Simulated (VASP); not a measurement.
# Sc (a cell with a defect) in VASP: single point with PBE+D3(BJ)

Aim: the single point of Sc (a cell with a defect) with PBE+D3(BJ).

All numbers are computed with VASP 6.6.1; they aren't measurements. Logs are shortened: lines on timing, memory, paths and dates and some standing lists are left out, and cuts for length are marked.

## (1) The cell of the first run

The cell holds a defect, 13 atoms: a = 6.620 Å, b = 9.930 Å, c = 5.276 Å, α = 90.00°, β = 90.00°, γ = 120.00°.

## (2) Single point, PBE+D3(BJ)

Contents of INCAR:

```
PREC = Accurate
ENCUT = 520
EDIFF = 1E-7
ISMEAR = 0
SIGMA = 0.05
LREAL = False
LASPH = True
NELM = 60
ALGO = Normal
ISIF = 2
LWAVE = False
LCHARG = False
GGA = PE
IVDW = 12
NBANDS = 84
```

Contents of KPOINTS:

```
regular mesh
0
Gamma
  3 2 3
```

Contents of POSCAR:

```
Sc
1.0
    6.6200000000      0.0000000000      0.0000000000
   -4.9650000000      8.5996320000      0.0000000000
    0.0000000000      0.0000000000      5.2761400000
Sc
13
Direct
    0.0218529005      0.0200924877      0.0005426315
    0.1716955535      0.2265983010      0.4976806908
   -0.0880350536      0.2843129799     -0.0081053573
    0.1739680340      0.5590977614      0.5100057997
   -0.0019473220      0.6509939030      0.0054655487
    0.1514162647      0.8825846269      0.5004855823
    0.4770273160     -0.0103996311     -0.0041102018
    0.6519692012      0.2146137184      0.4892334169
    0.5191462042      0.2979760064     -0.0105344058
    0.6710659491      0.5541054547      0.5032487766
    0.5809329737      0.7408127464     -0.0007664694
    0.6770872055      0.9028874724      0.4983859412
    0.3323854235      0.4566488426      1.0165041110
```

Potentials or basis: VASP PAW PBE potentials, release 64 (Sc_sv).

Started as:

```bash
cat potpaw_PBE.64/Sc_sv/POTCAR > POTCAR
mpirun -np 1 vasp_std > vasp.out
```

OUTCAR:

```text
PREC = Accurate
   ENCUT = 520
   EDIFF = 1E-7
   ISMEAR = 0
   LREAL = False
   LASPH = True
   NELM = 60
   ISIF = 2
   GGA = PE
   IVDW = 12
 IVDW          = 12

 ion  position               nearest neighbor table
   1  0.022  0.020  0.001-  11 2.85   3 3.05   9 3.06   2 3.17   7 3.18   2 3.19   6 3.28   6 3.28
                            12 3.29  12 3.31
   2  0.172  0.227  0.498-   1 3.17   1 3.19  13 3.22   8 3.24  12 3.24  10 3.28   4 3.29   9 3.30
                             3 3.33   6 3.35   9 3.37   3 3.38  13 3.38   8 3.38
   3  0.912  0.284  0.992-  13 2.43   9 2.67   7 2.90   8 3.02   8 3.05   1 3.05   2 3.33   2 3.38
                             5 3.39
   4  0.174  0.559  0.510-  13 3.16   5 3.18   5 3.22  13 3.22   6 3.29   2 3.29  10 3.30  10 3.32
                            12 3.37
   5  0.998  0.651  0.005-   4 3.18   4 3.22  10 3.23  10 3.25   7 3.27   6 3.29  11 3.30   6 3.33
                             9 3.35   3 3.39
   6  0.151  0.883  0.500-   7 3.21  10 3.22  12 3.25   7 3.25   1 3.28   1 3.28   5 3.29   4 3.29
                             8 3.31   5 3.33   2 3.35  12 3.38
   7  0.477  0.990  0.996-  11 2.88   3 2.90   9 2.93   1 3.18   6 3.21   8 3.24  12 3.24   6 3.25
                            12 3.27   5 3.27   8 3.30
   8  0.652  0.215  0.489-   3 3.02   9 3.02   9 3.03   3 3.05  12 3.18   2 3.24   7 3.24   7 3.30
                             6 3.31  10 3.31   2 3.38
   9  0.519  0.298  0.989-  13 2.45   3 2.67   7 2.93   8 3.02   8 3.03   1 3.06   2 3.30   5 3.35
                             2 3.37  10 3.39
  10  0.671  0.554  0.503-   6 3.22  13 3.22   5 3.23   5 3.25   2 3.28   4 3.30   8 3.31   4 3.32
                            13 3.34   9 3.39  11 3.43
  11  0.581  0.741  0.999-  13 2.46   1 2.85   7 2.88  12 2.98  12 2.99   5 3.30  10 3.43
  12  0.677  0.903  0.498-  11 2.98  11 2.99   8 3.18   7 3.24   2 3.24   6 3.25   7 3.27   1 3.29
                             1 3.31   4 3.37   6 3.38
  13  0.332  0.457  0.017-   3 2.43   9 2.45  11 2.46   4 3.16   4 3.22   2 3.22  10 3.22  10 3.34
                             2 3.38

  LATTYP: Found a simple monoclinic cell.
 ALAT       =     6.6200000000
 B/A-ratio  =     0.7970000000
 C/A-ratio  =     1.3228756170
 COS(beta)  =    -0.1889822420

  Lattice vectors:

 A1 = (   6.6200000000,   0.0000000000,   0.0000000000)
 A2 = (   0.0000000000,   0.0000000000,   5.2761400000)
 A3 = (  -1.6550000000,  -8.5996320000,   0.0000000000)

Analysis of symmetry for initial positions (statically):
=====================================================================
 Subroutine PRICEL returns:
 Original cell was already a primitive cell.

 Routine SETGRP: Setting up the symmetry group for a
 simple monoclinic supercell.

 Subroutine GETGRP returns: Found  1 space group operations
 (whereof  1 operations were pure point group operations)
 out of a pool of  4 trial point group operations.

The static configuration has the point symmetry C_1 .

Analysis of symmetry for dynamics (positions and initial velocities):
=====================================================================
 Subroutine PRICEL returns:
 Original cell was already a primitive cell.

 Routine SETGRP: Setting up the symmetry group for a
 simple monoclinic supercell.

 Subroutine GETGRP returns: Found  1 space group operations
 (whereof  1 operations were pure point group operations)
 out of a pool of  4 trial point group operations.

The dynamic configuration has the point symmetry C_1 .

 Subroutine INISYM returns: Found  1 space group operations
 (whereof  1 operations are pure point group operations),
 and found     1 'primitive' translations

----------------------------------------------------------------------------------------

                                     Primitive cell

  volume of cell :     300.3683

  direct lattice vectors                    reciprocal lattice vectors
     6.620000000  0.000000000  0.000000000     0.151057402  0.087213034  0.000000000
    -4.965000000  8.599632000  0.000000000     0.000000000  0.116284046  0.000000000
     0.000000000  0.000000000  5.276140000     0.000000000  0.000000000  0.189532499

  length of vectors
     6.620000000  9.929999775  5.276140000     0.174426065  0.116284046  0.189532499

  position of ions in fractional coordinates (direct lattice)
     0.021852901  0.020092488  0.000542631
     0.171695554  0.226598301  0.497680691
     0.911964946  0.284312980  0.991894643
     0.173968034  0.559097761  0.510005800
     0.998052678  0.650993903  0.005465549
     0.151416265  0.882584627  0.500485582
     0.477027316  0.989600369  0.995889798
     0.651969201  0.214613718  0.489233417
     0.519146204  0.297976006  0.989465594
     0.671065949  0.554105455  0.503248777
     0.580932974  0.740812746  0.999233531
[... 33 lines left out ...]

  Length of vectors
     0.058142022  0.058142023  0.063177500

  Shift w.r.t. Gamma in fractional coordinates (k-lattice)
     0.000000000  0.000000000  0.000000000

 -----------------------------------------------------------------------------
|                                                                             |
|           W    W    AA    RRRRR   N    N  II  N    N   GGGG   !!!           |
|           W    W   A  A   R    R  NN   N  II  NN   N  G    G  !!!           |
|           W    W  A    A  R    R  N N  N  II  N N  N  G       !!!           |
|           W WW W  AAAAAA  RRRRR   N  N N  II  N  N N  G  GGG   !            |
|           WW  WW  A    A  R   R   N   NN  II  N   NN  G    G                |
|           W    W  A    A  R    R  N    N  II  N    N   GGGG   !!!           |
|                                                                             |
|     Your reciprocal lattice and k-lattice belong to different lattice       |
|     classes:                                                                |
|                                                                             |
|        The reciprocal lattice is simple monoclinic,                         |
|        whereas your k-lattice is hexagonal.                                 |
|                                                                             |
|     Results are often still useful ...                                      |
|                                                                             |
 -----------------------------------------------------------------------------

 Subroutine IBZKPT returns following result:
 ===========================================

 Found     10 irreducible k-points:

 Following reciprocal coordinates:
            Coordinates               Weight
  0.000000  0.000000  0.000000      1.000000
  0.333333  0.000000  0.000000      2.000000
  0.000000  0.500000  0.000000      1.000000
  0.333333  0.500000  0.000000      2.000000
  0.000000  0.000000  0.333333      2.000000
  0.333333  0.000000  0.333333      2.000000
 -0.333333 -0.000000  0.333333      2.000000
  0.000000  0.500000  0.333333      2.000000
  0.333333  0.500000  0.333333      2.000000
 -0.333333  0.500000  0.333333      2.000000
   k-points           NKPTS =     10   k-points in BZ     NKDIM =     10   number of bands    NBANDS=     84
   number of dos      NEDOS =    301   number of ions     NIONS =     13
   total plane-waves  NPLWV = 160000
   dimension x,y,z NGX =    50 NGY =   80 NGZ =   40
   dimension x,y,z NGXF=   100 NGYF=  160 NGZF=   80
   ions per type =              13
   NGX,Y,Z   is equivalent  to a cutoff of  12.56, 13.39, 12.60 a.u.
   NGXF,Y,Z  is equivalent  to a cutoff of  25.11, 26.79, 25.21 a.u.
 SYSTEM =  unknown system
   PREC   = accura    normal or accurate (medium, high low for compatibility)
   ISTART =      0    job   : 0-new  1-cont  2-samecut
   ICHARG =      2    charge: 1-file 2-atom 10-const
   ISPIN  =      1    spin polarized calculation?
   LNONCOLLINEAR =      F non collinear calculations
   LSORBIT =      F    spin-orbit coupling
   LASPH  =      T    aspherical Exc in radial PAW
   ENCUT  =  520.0 eV  38.22 Ry    6.18 a.u.  12.31 18.46  9.81*2*pi/ulx,y,z
   NELM   =     60;   NELMIN=  2; NELMDL= -5     # of ELM steps
   EDIFF  = 0.1E-06   stopping-criterion for ELM
   LREAL  =      F    real-space projection
   EDIFFG = 0.1E-05   stopping-criterion for IOM
   NSW    =      0    number of steps for IOM
   IBRION =     -1    ionic relax: 0-MD 1-quasi-New 2-CG
   NFREE  =      0    steps in history (QN), initial steepest desc. (CG)
   ISIF   =      2    stress and relaxation
   ISYM   =      2    0-nonsym 1-usesym 2-fastsym
   POTIM  = 0.5000    time-step for ionic-motion
   TEBEG  =    0.0;   TEEND  =   0.0 temperature during run
   PSTRESS=    0.0 pullay stress
   NELECT =     143.0000    total number of electrons
   NUPDOWN=      -1.0000    fix difference up-down
   EMIN   =  10.00;   EMAX   =-10.00  energy-range for DOS
   EFERMI =   0.00;   METHOD = LEGACY
   ISMEAR =     0;   SIGMA  =   0.05  broadening in eV -4-tet -1-fermi 0-gaus
   EFERMI_NEDOS =   21; number of points for ismear=-14 and -15
   IALGO  =     38    algorithm
   IMIX   =      4    mixing-type and parameters
     AMIX     =   0.40;   BMIX     =  1.00
     AMIX_MAG =   1.60;   BMIX_MAG =  1.00
  volume/ion in A,a.u.               =      23.11       155.92
  Fermi-wavevector in a.u.,A,eV,Ry     =   1.278308  2.415652 22.232885  1.634071
  Thomas-Fermi vector in A             =   2.410858
   LORBIT       =      0    0 simple, 1 ext, 2 COOP (PROOUT), +10 PAW based schemes
   GGA     = PE    functional components
   LHFCALC =     F    Hartree Fock is set to
   AEXX    =    0.0000 exact exchange contribution
   IVDW    =    12    specifies the selected vdW correction
   LEPSILON=     F    determine dielectric tensor
   LRPA    =     F    only Hartree local field effects (RPA)
 non-spin polarized calculation
 Gauss-broadening in eV      SIGMA  =   0.05
  energy-cutoff  :      520.00
  volume of cell :      300.37
 maximum number of plane-waves:      8103
 NGX is ok and might be reduce to    50
   NGX = 25   NGY = 37   NGZ = 19

 number of electron     142.9999998 magnetization

 Free energy of the ion-electron system (eV)
  ---------------------------------------------------
  ext. energy  EPLUGINS =         0.00000000
  ---------------------------------------------------
  free energy    TOTEN  =       -78.50526463 eV

  energy without entropy =      -78.48020961  energy(sigma->0) =      -78.49273712

 E-fermi :   3.9360     XC(G=0): -10.1103

 val. band max:        3.9079960937   @ k =   0.0000   0.0000   0.0000
 cond. band min:       3.9615349924   @ k =   0.3333   0.5000   0.3333
 fundamental gap:      0.0535388987
 Fermi energy:         3.9359895171

 k-point     1 :       0.0000    0.0000    0.0000
  band No.  band energies     occupation
      1     -45.5376      2.00000
      2     -45.4711      2.00000
      3     -45.4634      2.00000
      4     -45.4138      2.00000
      5     -45.3780      2.00000
      6     -45.3593      2.00000
[... 849 lines left out ...]
     82       5.0250      0.00000
     83       5.1137      0.00000
 [bands above 83 left out]

------------------------ aborting loop because EDIFF is reached ----------------------------------------

 Edisp (eV)   -5.39914

 E8    (eV) :    -2.6213

  FORCE on cell =-STRESS in cart. coord.  units (eV):
  Direction    XX          YY          ZZ          XY          YZ          ZX
  --------------------------------------------------------------------------------------
  -------------------------------------------------------------------------------------
  Total       5.75774     6.23190    -6.51384     0.27131     0.13716    -0.09603
  in kB      30.71203    33.24121   -34.74507     1.44719     0.73162    -0.51223
  external pressure =        9.74 kB  Pullay stress =        0.00 kB

 VOLUME and BASIS-vectors are now :
 -----------------------------------------------------------------------------
  energy-cutoff  :      520.00
  volume of cell :      300.37
      direct lattice vectors                 reciprocal lattice vectors
     6.620000000  0.000000000  0.000000000     0.151057402  0.087213034  0.000000000
    -4.965000000  8.599632000  0.000000000     0.000000000  0.116284046  0.000000000
     0.000000000  0.000000000  5.276140000     0.000000000  0.000000000  0.189532499

 POSITION                                       TOTAL-FORCE (eV/Angst)
 -----------------------------------------------------------------------------------
      0.04491      0.17279      0.00286        -0.000573      0.009163      0.004844
      0.01156      1.94866      2.62583         0.002103      0.005581      0.007163
      4.62559      2.44499      5.23338        -0.039810     -0.031423     -0.027646
     -1.62425      4.80804      2.69086        -0.017053     -0.004170      0.000320
      3.37492      5.59831      0.02884        -0.008568      0.009934      0.006409
     -3.37966      7.58990      2.64063        -0.006898     -0.007062     -0.004023
     -1.75544      8.51020      5.25445        -0.005780      0.017792     -0.013106
      3.25048      1.84560      2.58126         0.002647     -0.015690     -0.017748
      1.95730      2.56248      5.22056         0.034347     -0.010012     -0.008731
      1.69132      4.76510      2.65521         0.004471     -0.010696      0.016113
      0.16764      6.37072      5.27210         0.010156      0.002315      0.000328
     -0.00052      7.76450      2.62955         0.004015     -0.008449     -0.000718
     -0.06687      3.92701      0.08708         0.020944      0.042717      0.036793
 -----------------------------------------------------------------------------------
    total drift:                                0.000276     -0.000209     -0.000258

  FREE ENERGIE OF THE ION-ELECTRON SYSTEM (eV)
  ---------------------------------------------------
  free  energy   TOTEN  =       -83.9044086365 eV

  energy  without entropy=      -83.8793536175  energy(sigma->0) =      -83.89188113
```

Run time: 7 min. Hardware: 1 thread of Intel Xeon Platinum 8375C at 2.90GHz (Ice Lake), shared host; peak memory 0.45 GiB.

What came out:

- Free energy: -83.9044 eV
- Pressure: 1.0 GPa
- Largest force: 0.060 eV/Å
- Band gap on the k mesh: zero (an odd number of electrons rules out a gap without spin polarisation)
- Dispersion energy per atom: -0.415 eV

Forces in eV/Å, atoms in the order of the input:
```
Sc  -0.001  0.009  0.005
Sc   0.002  0.006  0.007
Sc  -0.040 -0.031 -0.028
Sc  -0.017 -0.004  0.000
Sc  -0.009  0.010  0.006
Sc  -0.007 -0.007 -0.004
Sc  -0.006  0.018 -0.013
Sc   0.003 -0.016 -0.018
Sc   0.034 -0.010 -0.009
Sc   0.004 -0.011  0.016
Sc   0.010  0.002  0.000
Sc   0.004 -0.008 -0.001
Sc   0.021  0.043  0.037
```

Stress tensor (GPa, compression positive):
```
 3.07  0.14 -0.05
 0.14  3.32  0.07
-0.05  0.07 -3.47
```

Levels at points of the mesh, in eV from the Fermi level:
| k point | band 69 | band 70 | band 71 | band 72 | band 73 | band 74 |
| --- | --- | --- | --- | --- | --- | --- |
| (0.00, 0.00, 0.00) | -0.34 | -0.29 | -0.22 | -0.11 | -0.06 | -0.03 |
| (0.00, 0.50, 0.00) | -0.37 | -0.35 | -0.26 | -0.21 | -0.04 | 0.05 |

Caveat: the k points lie up to 0.40 Å⁻¹ apart, too coarse for converged energies and pressures of a metal.
